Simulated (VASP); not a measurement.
Here is a VASP 6.6.1 calculation.

File INCAR:

```
PREC = Accurate
ENCUT = 520
EDIFF = 1E-6
ISMEAR = -1
SIGMA = 0.05
LREAL = F
LASPH = T
NELM = 100
ALGO = Normal
ISIF = 2
LWAVE = F
LCHARG = F
GGA = PS
NBANDS = 21
```

File KPOINTS:

```
Automatic mesh
0
Gamma
  7 7 4
```

File POSCAR:

```
Pb
1.0
    3.4800000000      0.0000000000      0.0000000000
   -1.7400000000      3.0137684052      0.0000000000
    0.0000000000      0.0000000000      5.8136000000
Pb
2
Direct
    0.6666666667      0.3333333333      0.7500000000
    0.3333333333      0.6666666667      0.2500000000
```

Potentials or basis: VASP PAW PBE potentials, release 64 (Pb_d).

Run with:

```console
$ cat potpaw_PBE.64/Pb_d/POTCAR > POTCAR
$ mpirun -np 1 vasp_std > vasp.out
```

Predict the band gap on the k mesh.

zero (band 14 reaches 12.82 eV, above the bottom of band 15 at 6.05 eV).

Estimate the pressure.

-1.0 GPa.

Stress tensor (GPa, compression positive):
```
-0.41  0.00  0.00
 0.00 -0.41  0.00
 0.00  0.00 -2.25
```

Caveat: the PAW data sets were made with another functional, which shifts forces and pressure a little; spin-orbit coupling is left out, which moves the levels of the heavy elements.
